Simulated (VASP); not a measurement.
# LiNbO3 in VASP: a series of runs, part 2 of 2

VASP 6.6.1. Earlier steps stand in the parts before.

## (3) Single point, PBE

This run uses another cell than the first one, of 12.36 Å³/atom.

The input, INCAR:

```
ALGO = Normal
EDIFF = 1E-6
ENCUT = 520
GGA = PE
ISIF = 2
ISMEAR = 0
LASPH = T
LCHARG = T
LELF = T
LREAL = F
LVHAR = T
LWAVE = F
NBANDS = 25
NELM = 60
PREC = Accurate
SIGMA = 0.1
```

The input, KPOINTS:

```
k-points
0
Gamma
  6 6 6
```

The input, POSCAR:

```
LiNbO3
1.0
    3.9533502069      0.0000000000      0.0000000000
    0.0000000000      3.9533502069      0.0000000000
    0.0000000000      0.0000000000      3.9533514289
Li Nb O
1 1 3
Direct
    0.0000000000      0.0000000000      0.0000000000
    0.5000000000      0.5000000000      0.5000000000
    0.5000000000      0.5000000000      0.0000000000
    0.5000000000      0.0000000000      0.5000000000
    0.0000000000      0.5000000000      0.5000000000
```

Potentials or basis: VASP PAW PBE potentials, release 64 (Li_sv, Nb_sv, O).

Started as:

```sh
$ cat potpaw_PBE.64/Li_sv/POTCAR potpaw_PBE.64/Nb_sv/POTCAR potpaw_PBE.64/O/POTCAR > POTCAR
$ mpirun -np 1 vasp_std > vasp.out
```

OUTCAR:

```text
EDIFF = 1E-6
   ENCUT = 520
   GGA = PE
   ISIF = 2
   ISMEAR = 0
   LASPH = T
   LREAL = F
   NELM = 60
   PREC = Accurate

 ion  position               nearest neighbor table
   1  0.000  0.000  0.000-
   2  0.500  0.500  0.500-   4 1.98   5 1.98   4 1.98   5 1.98   3 1.98   3 1.98
   3  0.500  0.500  0.000-   2 1.98   2 1.98
   4  0.500  0.000  0.500-   2 1.98   2 1.98
   5  0.000  0.500  0.500-   2 1.98   2 1.98

  LATTYP: Found a simple cubic cell.
 ALAT       =     3.9533502069

  Lattice vectors:

 A1 = (   3.9533502069,   0.0000000000,   0.0000000000)
 A2 = (   0.0000000000,   3.9533502069,   0.0000000000)
 A3 = (   0.0000000000,   0.0000000000,   3.9533514289)

Analysis of symmetry for initial positions (statically):
=====================================================================
 Subroutine PRICEL returns:
 Original cell was already a primitive cell.

 Routine SETGRP: Setting up the symmetry group for a
 simple cubic supercell.

 Subroutine GETGRP returns: Found 48 space group operations
 (whereof 48 operations were pure point group operations)
 out of a pool of 48 trial point group operations.

The static configuration has the point symmetry O_h .

Analysis of symmetry for dynamics (positions and initial velocities):
=====================================================================
 Subroutine PRICEL returns:
 Original cell was already a primitive cell.

 Routine SETGRP: Setting up the symmetry group for a
 simple cubic supercell.

 Subroutine GETGRP returns: Found 48 space group operations
 (whereof 48 operations were pure point group operations)
 out of a pool of 48 trial point group operations.

The dynamic configuration has the point symmetry O_h .

 Subroutine INISYM returns: Found 48 space group operations
 (whereof 48 operations are pure point group operations),
[... 114 lines left out ...]
   IALGO  =     38    algorithm
   IMIX   =      4    mixing-type and parameters
     AMIX     =   0.40;   BMIX     =  1.00
     AMIX_MAG =   1.60;   BMIX_MAG =  1.00
  volume/ion in A,a.u.               =      12.36        83.39
  Fermi-wavevector in a.u.,A,eV,Ry     =   1.341536  2.535136 24.486677  1.799720
  Thomas-Fermi vector in A             =   2.469762
   LORBIT       =      0    0 simple, 1 ext, 2 COOP (PROOUT), +10 PAW based schemes
   GGA     = PE    functional components
   LHFCALC =     F    Hartree Fock is set to
   AEXX    =    0.0000 exact exchange contribution
   IVDW    =     0    specifies the selected vdW correction
   LEPSILON=     F    determine dielectric tensor
   LRPA    =     F    only Hartree local field effects (RPA)
 non-spin polarized calculation
 Gauss-broadening in eV      SIGMA  =   0.10
  energy-cutoff  :      520.00
  volume of cell :       61.79
 maximum number of plane-waves:      1743
 NGX is ok and might be reduce to    30
   NGX = 15   NGY = 15   NGZ = 15

 number of electron      33.9999981 magnetization

 Free energy of the ion-electron system (eV)
  ---------------------------------------------------
  ext. energy  EPLUGINS =         0.00000000
  ---------------------------------------------------
  free energy    TOTEN  =       -39.20508272 eV

  energy without entropy =      -39.20508272  energy(sigma->0) =      -39.20508272

 E-fermi :   3.6682     XC(G=0):  -9.9157

 val. band max:        3.2293916572   @ k =   0.5000   0.5000   0.5000
 cond. band min:       4.9118886735   @ k =   0.0000   0.0000   0.0000
 fundamental gap:      1.6824970163
 Fermi energy:         3.6681531087

 k-point     1 :       0.0000    0.0000    0.0000
  band No.  band energies     occupation
      1     -51.6450      2.00000
      2     -42.3798      2.00000
      3     -27.7293      2.00000
      4     -27.7293      2.00000
      5     -27.7293      2.00000
      6     -14.1734      2.00000
[... 549 lines left out ...]
     24      13.1793      0.00000
     25      14.6678      0.00000

------------------------ aborting loop because EDIFF is reached ----------------------------------------

  FORCE on cell =-STRESS in cart. coord.  units (eV):
  Direction    XX          YY          ZZ          XY          YZ          ZX
  --------------------------------------------------------------------------------------
  -------------------------------------------------------------------------------------
  Total       -0.0043039     -0.0043039     -0.0043039      0.0000000     -0.0000000      0.0000000
  in kB       -0.1116042     -0.1116042     -0.1116043      0.0000000     -0.0000000      0.0000000
  external PRESSURE =      -0.1116042 kB  Pullay stress =       0.0000000 kB

 VOLUME and BASIS-vectors are now :
 -----------------------------------------------------------------------------
  energy-cutoff  :      520.00
  volume of cell :       61.79
      direct lattice vectors                 reciprocal lattice vectors
     3.953350207  0.000000000  0.000000000     0.252950016  0.000000000  0.000000000
     0.000000000  3.953350207  0.000000000     0.000000000  0.252950016  0.000000000
     0.000000000  0.000000000  3.953351429     0.000000000  0.000000000  0.252949938

 POSITION                                       TOTAL-FORCE (eV/Angst)
 -----------------------------------------------------------------------------------
      0.00000      0.00000      0.00000         0.000000      0.000000      0.000000
      1.97668      1.97668      1.97668         0.000000      0.000000      0.000000
      1.97668      1.97668      0.00000         0.000000      0.000000      0.000000
      1.97668      0.00000      1.97668         0.000000      0.000000      0.000000
      0.00000      1.97668      1.97668         0.000000      0.000000      0.000000
 -----------------------------------------------------------------------------------
    total drift:                                0.000000      0.000000     -0.000000

  FREE ENERGIE OF THE ION-ELECTRON SYSTEM (eV)
  ---------------------------------------------------
  free  energy   TOTEN  =       -39.2050827249 eV

  energy  without entropy=      -39.2050827248  energy(sigma->0) =      -39.20508272
```

OSZICAR:

```text
N       E                     dE             d eps       ncg     rms          rms(c)
DAV:   1     0.304384083770E+03    0.30438E+03   -0.17990E+04  1000   0.137E+03
DAV:   2    -0.250568626920E+02   -0.32944E+03   -0.31682E+03  1352   0.429E+02
DAV:   3    -0.471495905202E+02   -0.22093E+02   -0.21976E+02  1685   0.101E+02
DAV:   4    -0.479157489541E+02   -0.76616E+00   -0.76415E+00  1449   0.166E+01
DAV:   5    -0.479377327879E+02   -0.21984E-01   -0.21982E-01  1567   0.236E+00    0.192E+01
DAV:   6    -0.394424197877E+02    0.84953E+01   -0.35066E+01  1470   0.458E+01    0.685E+00
DAV:   7    -0.392217119963E+02    0.22071E+00   -0.24374E+00  1390   0.119E+01    0.378E+00
DAV:   8    -0.392247385307E+02   -0.30265E-02   -0.33876E-01  1552   0.607E+00    0.123E+00
DAV:   9    -0.392041621545E+02    0.20576E-01   -0.66766E-02  1532   0.283E+00    0.505E-01
DAV:  10    -0.392050746623E+02   -0.91251E-03   -0.14350E-02  1185   0.873E-01    0.945E-02
DAV:  11    -0.392050513081E+02    0.23354E-04   -0.10686E-03  1508   0.283E-01    0.653E-02
DAV:  12    -0.392050829534E+02   -0.31645E-04   -0.10585E-04  1236   0.715E-02    0.227E-02
DAV:  13    -0.392050829032E+02    0.50170E-07   -0.16601E-05  1582   0.388E-02    0.468E-03
DAV:  14    -0.392050827249E+02    0.17837E-06   -0.16347E-06   974   0.992E-03
   1 F= -.39205083E+02 E0= -.39205083E+02  d E =-.114027E-10
```

stdout:

```text
POSCAR found type information on POSCAR LiNbO
 POSCAR found :  3 types and       5 ions
 scaLAPACK will be used
 LDA part: xc-table for (Slater+PW92), standard interpolation
 POSCAR, INCAR and KPOINTS ok, starting setup
 FFT: planning ... GRIDC
 FFT: planning ... GRID_SOFT
 FFT: planning ... GRID
 WAVECAR not read
 entering main loop
```

It took 50 s on 1 thread of AMD EPYC 7R13, shared host; peak memory 0.15 GiB.

What came out:

| Item | Value |
| --- | --- |
| Free energy | -39.2051 eV |
| Band gap on the k mesh | 1.68 eV (least direct gap 2.48 eV) |

Caveat: the cutoff is under 1.25 times the usual one of these potentials, so pressure, stress and relaxed cells hold a basis-set (Pulay) error. A k mesh can miss the band edges.

## (4) Single point, PBE

This run uses another cell than the first one, of 9.96 Å³/atom.

The input, INCAR:

```
SYSTEM = LiNbO3
  PREC = Accurate
  ENCUT = 520
  EDIFF = 1E-6
  ISMEAR = 0
  SIGMA = 0.1
  LREAL = .False.
  LASPH = .True.
  NELM = 60
  ALGO = Normal
  ISIF = 2
  LWAVE = .False.
  LCHARG = .False.
  GGA = PE
  NBANDS = 25
```

The input, KPOINTS:

```
Automatic mesh
0
Gamma
  6 6 6
  0 0 0
```

POSCAR, as its differences from that of step 3:

```diff
@@ -2,5 +2,5 @@
 1.0
-    3.9533502069      0.0000000000      0.0000000000
-    0.0000000000      3.9533502069      0.0000000000
-    0.0000000000      0.0000000000      3.9533514289
+    3.6738667002      0.0000000000      0.0000000000
+    0.0000000000      3.6738667002      0.0000000000
+    0.0000000000      0.0000000000      3.6905836295
 Li Nb O
```

Started as:

```sh
$ cat potpaw_PBE.64/Li_sv/POTCAR potpaw_PBE.64/Nb_sv/POTCAR potpaw_PBE.64/O/POTCAR > POTCAR
$ mpirun -np 1 vasp_std > vasp.out
```

It took 69 s on 1 thread of AMD EPYC 7R13, shared host; peak memory 0.15 GiB.

It converged, with:

| Quantity | Value |
| --- | --- |
| Free energy | -37.2346 eV |
| Band gap on the k mesh | 2.13 eV (least direct gap 2.60 eV) |

Levels at points of the mesh, in eV from the valence-band top:
```
           k point  band 15  band 16  band 17  band 18  band 19  band 20
(0.00, 0.00, 0.00)    -0.49    -0.47    -0.47     2.13     2.13     2.13
(0.50, 0.00, 0.00)    -2.00    -0.57    -0.54     2.25     5.82     5.83
(0.50, 0.50, 0.00)    -2.61    -0.80    -0.02     5.89     5.89     7.48
(0.00, 0.00, 0.50)    -2.01    -0.55    -0.55     2.25     5.75     5.75
(0.50, 0.00, 0.50)    -2.64    -0.76    -0.02     5.81     5.88     7.44
(0.50, 0.50, 0.50)     0.00     0.00     0.00     7.23     7.39     7.39
```

Caveat: the cutoff is under 1.25 times the usual one of these potentials, so pressure, stress and relaxed cells hold a basis-set (Pulay) error.

## (5) The runs side by side

```tsv
cell	gap on the mesh (eV)
a = 3.445 Å, 5 atoms, atomic positions A	none
a = 3.953 Å, 5 atoms, atomic positions B	1.68
a = 3.674, b = 3.674, c = 3.691 Å, 5 atoms, atomic positions B	2.13
```

Alike in all rows: task single point; level PBE; potentials or basis VASP PAW PBE potentials, release 64 (Li_sv, Nb_sv, O); no spin polarisation; k mesh 6 × 6 × 6; cutoff (eV) 520; smearing gaussian 0.1 eV.

Caveats: the cutoff is under 1.25 times the usual one of these potentials, so pressure, stress and relaxed cells hold a basis-set (Pulay) error.

Total energies depend on the potentials used, so only differences within one code and one set of settings carry meaning.

The gap in the log of VASP goes by the Fermi energy; the results here count the filled bands.